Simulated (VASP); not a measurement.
Here is a VASP 6.6.1 calculation.

The input INCAR:

```
SYSTEM = Rb2Si2S
ALGO = Normal ; EDIFF = 1E-6
EDIFFG = -0.04 ; ENCUT = 600
GGA = PE ; IBRION = 2
ISIF = 3 ; ISMEAR = 0
LASPH = .True. ; LCHARG = .False.
LREAL = .False. ; LWAVE = .False.
NELM = 100 ; NSW = 90
PREC = Accurate ; SIGMA = 0.1
```

KPOINTS

```
k-points
0
Gamma
  4 4 4
  0 0 0
```

POSCAR

```
Rb2Si2S
1.0
    5.1189045100      0.0000000000      0.0000000000
    0.0000000000      5.1189045100      0.0000000000
    0.0000000000      0.0000000000      6.2527644900
Rb Si S
2 2 1
Direct
    0.0000000000      0.0000000000      0.0000000000
    0.5000000000      0.5000000000      0.5000000000
    0.0000000000      0.5000000000      0.0000000000
    0.5000000000      0.0000000000      0.0000000000
    0.5000000000      0.5000000000      0.0000000000
```

Potentials or basis: VASP PAW PBE potentials, release 64 (Rb_sv, Si, S).

The run is started by

```console
$ cat potpaw_PBE.64/Rb_sv/POTCAR potpaw_PBE.64/Si/POTCAR potpaw_PBE.64/S/POTCAR > POTCAR
$ mpirun -np 1 vasp_std > vasp.out
```

(1) Estimate the relaxed volume.

(2) Predict the relaxed cell.

## Answers

(1) 43.50 Å³/atom.

(2) a = 5.856 Å, b = 5.856 Å, c = 6.343 Å, α = 90.00°, β = 90.00°, γ = 90.00°.

Caveat: the volume moved by over 15 % at a fixed basis, so the end points are rough.
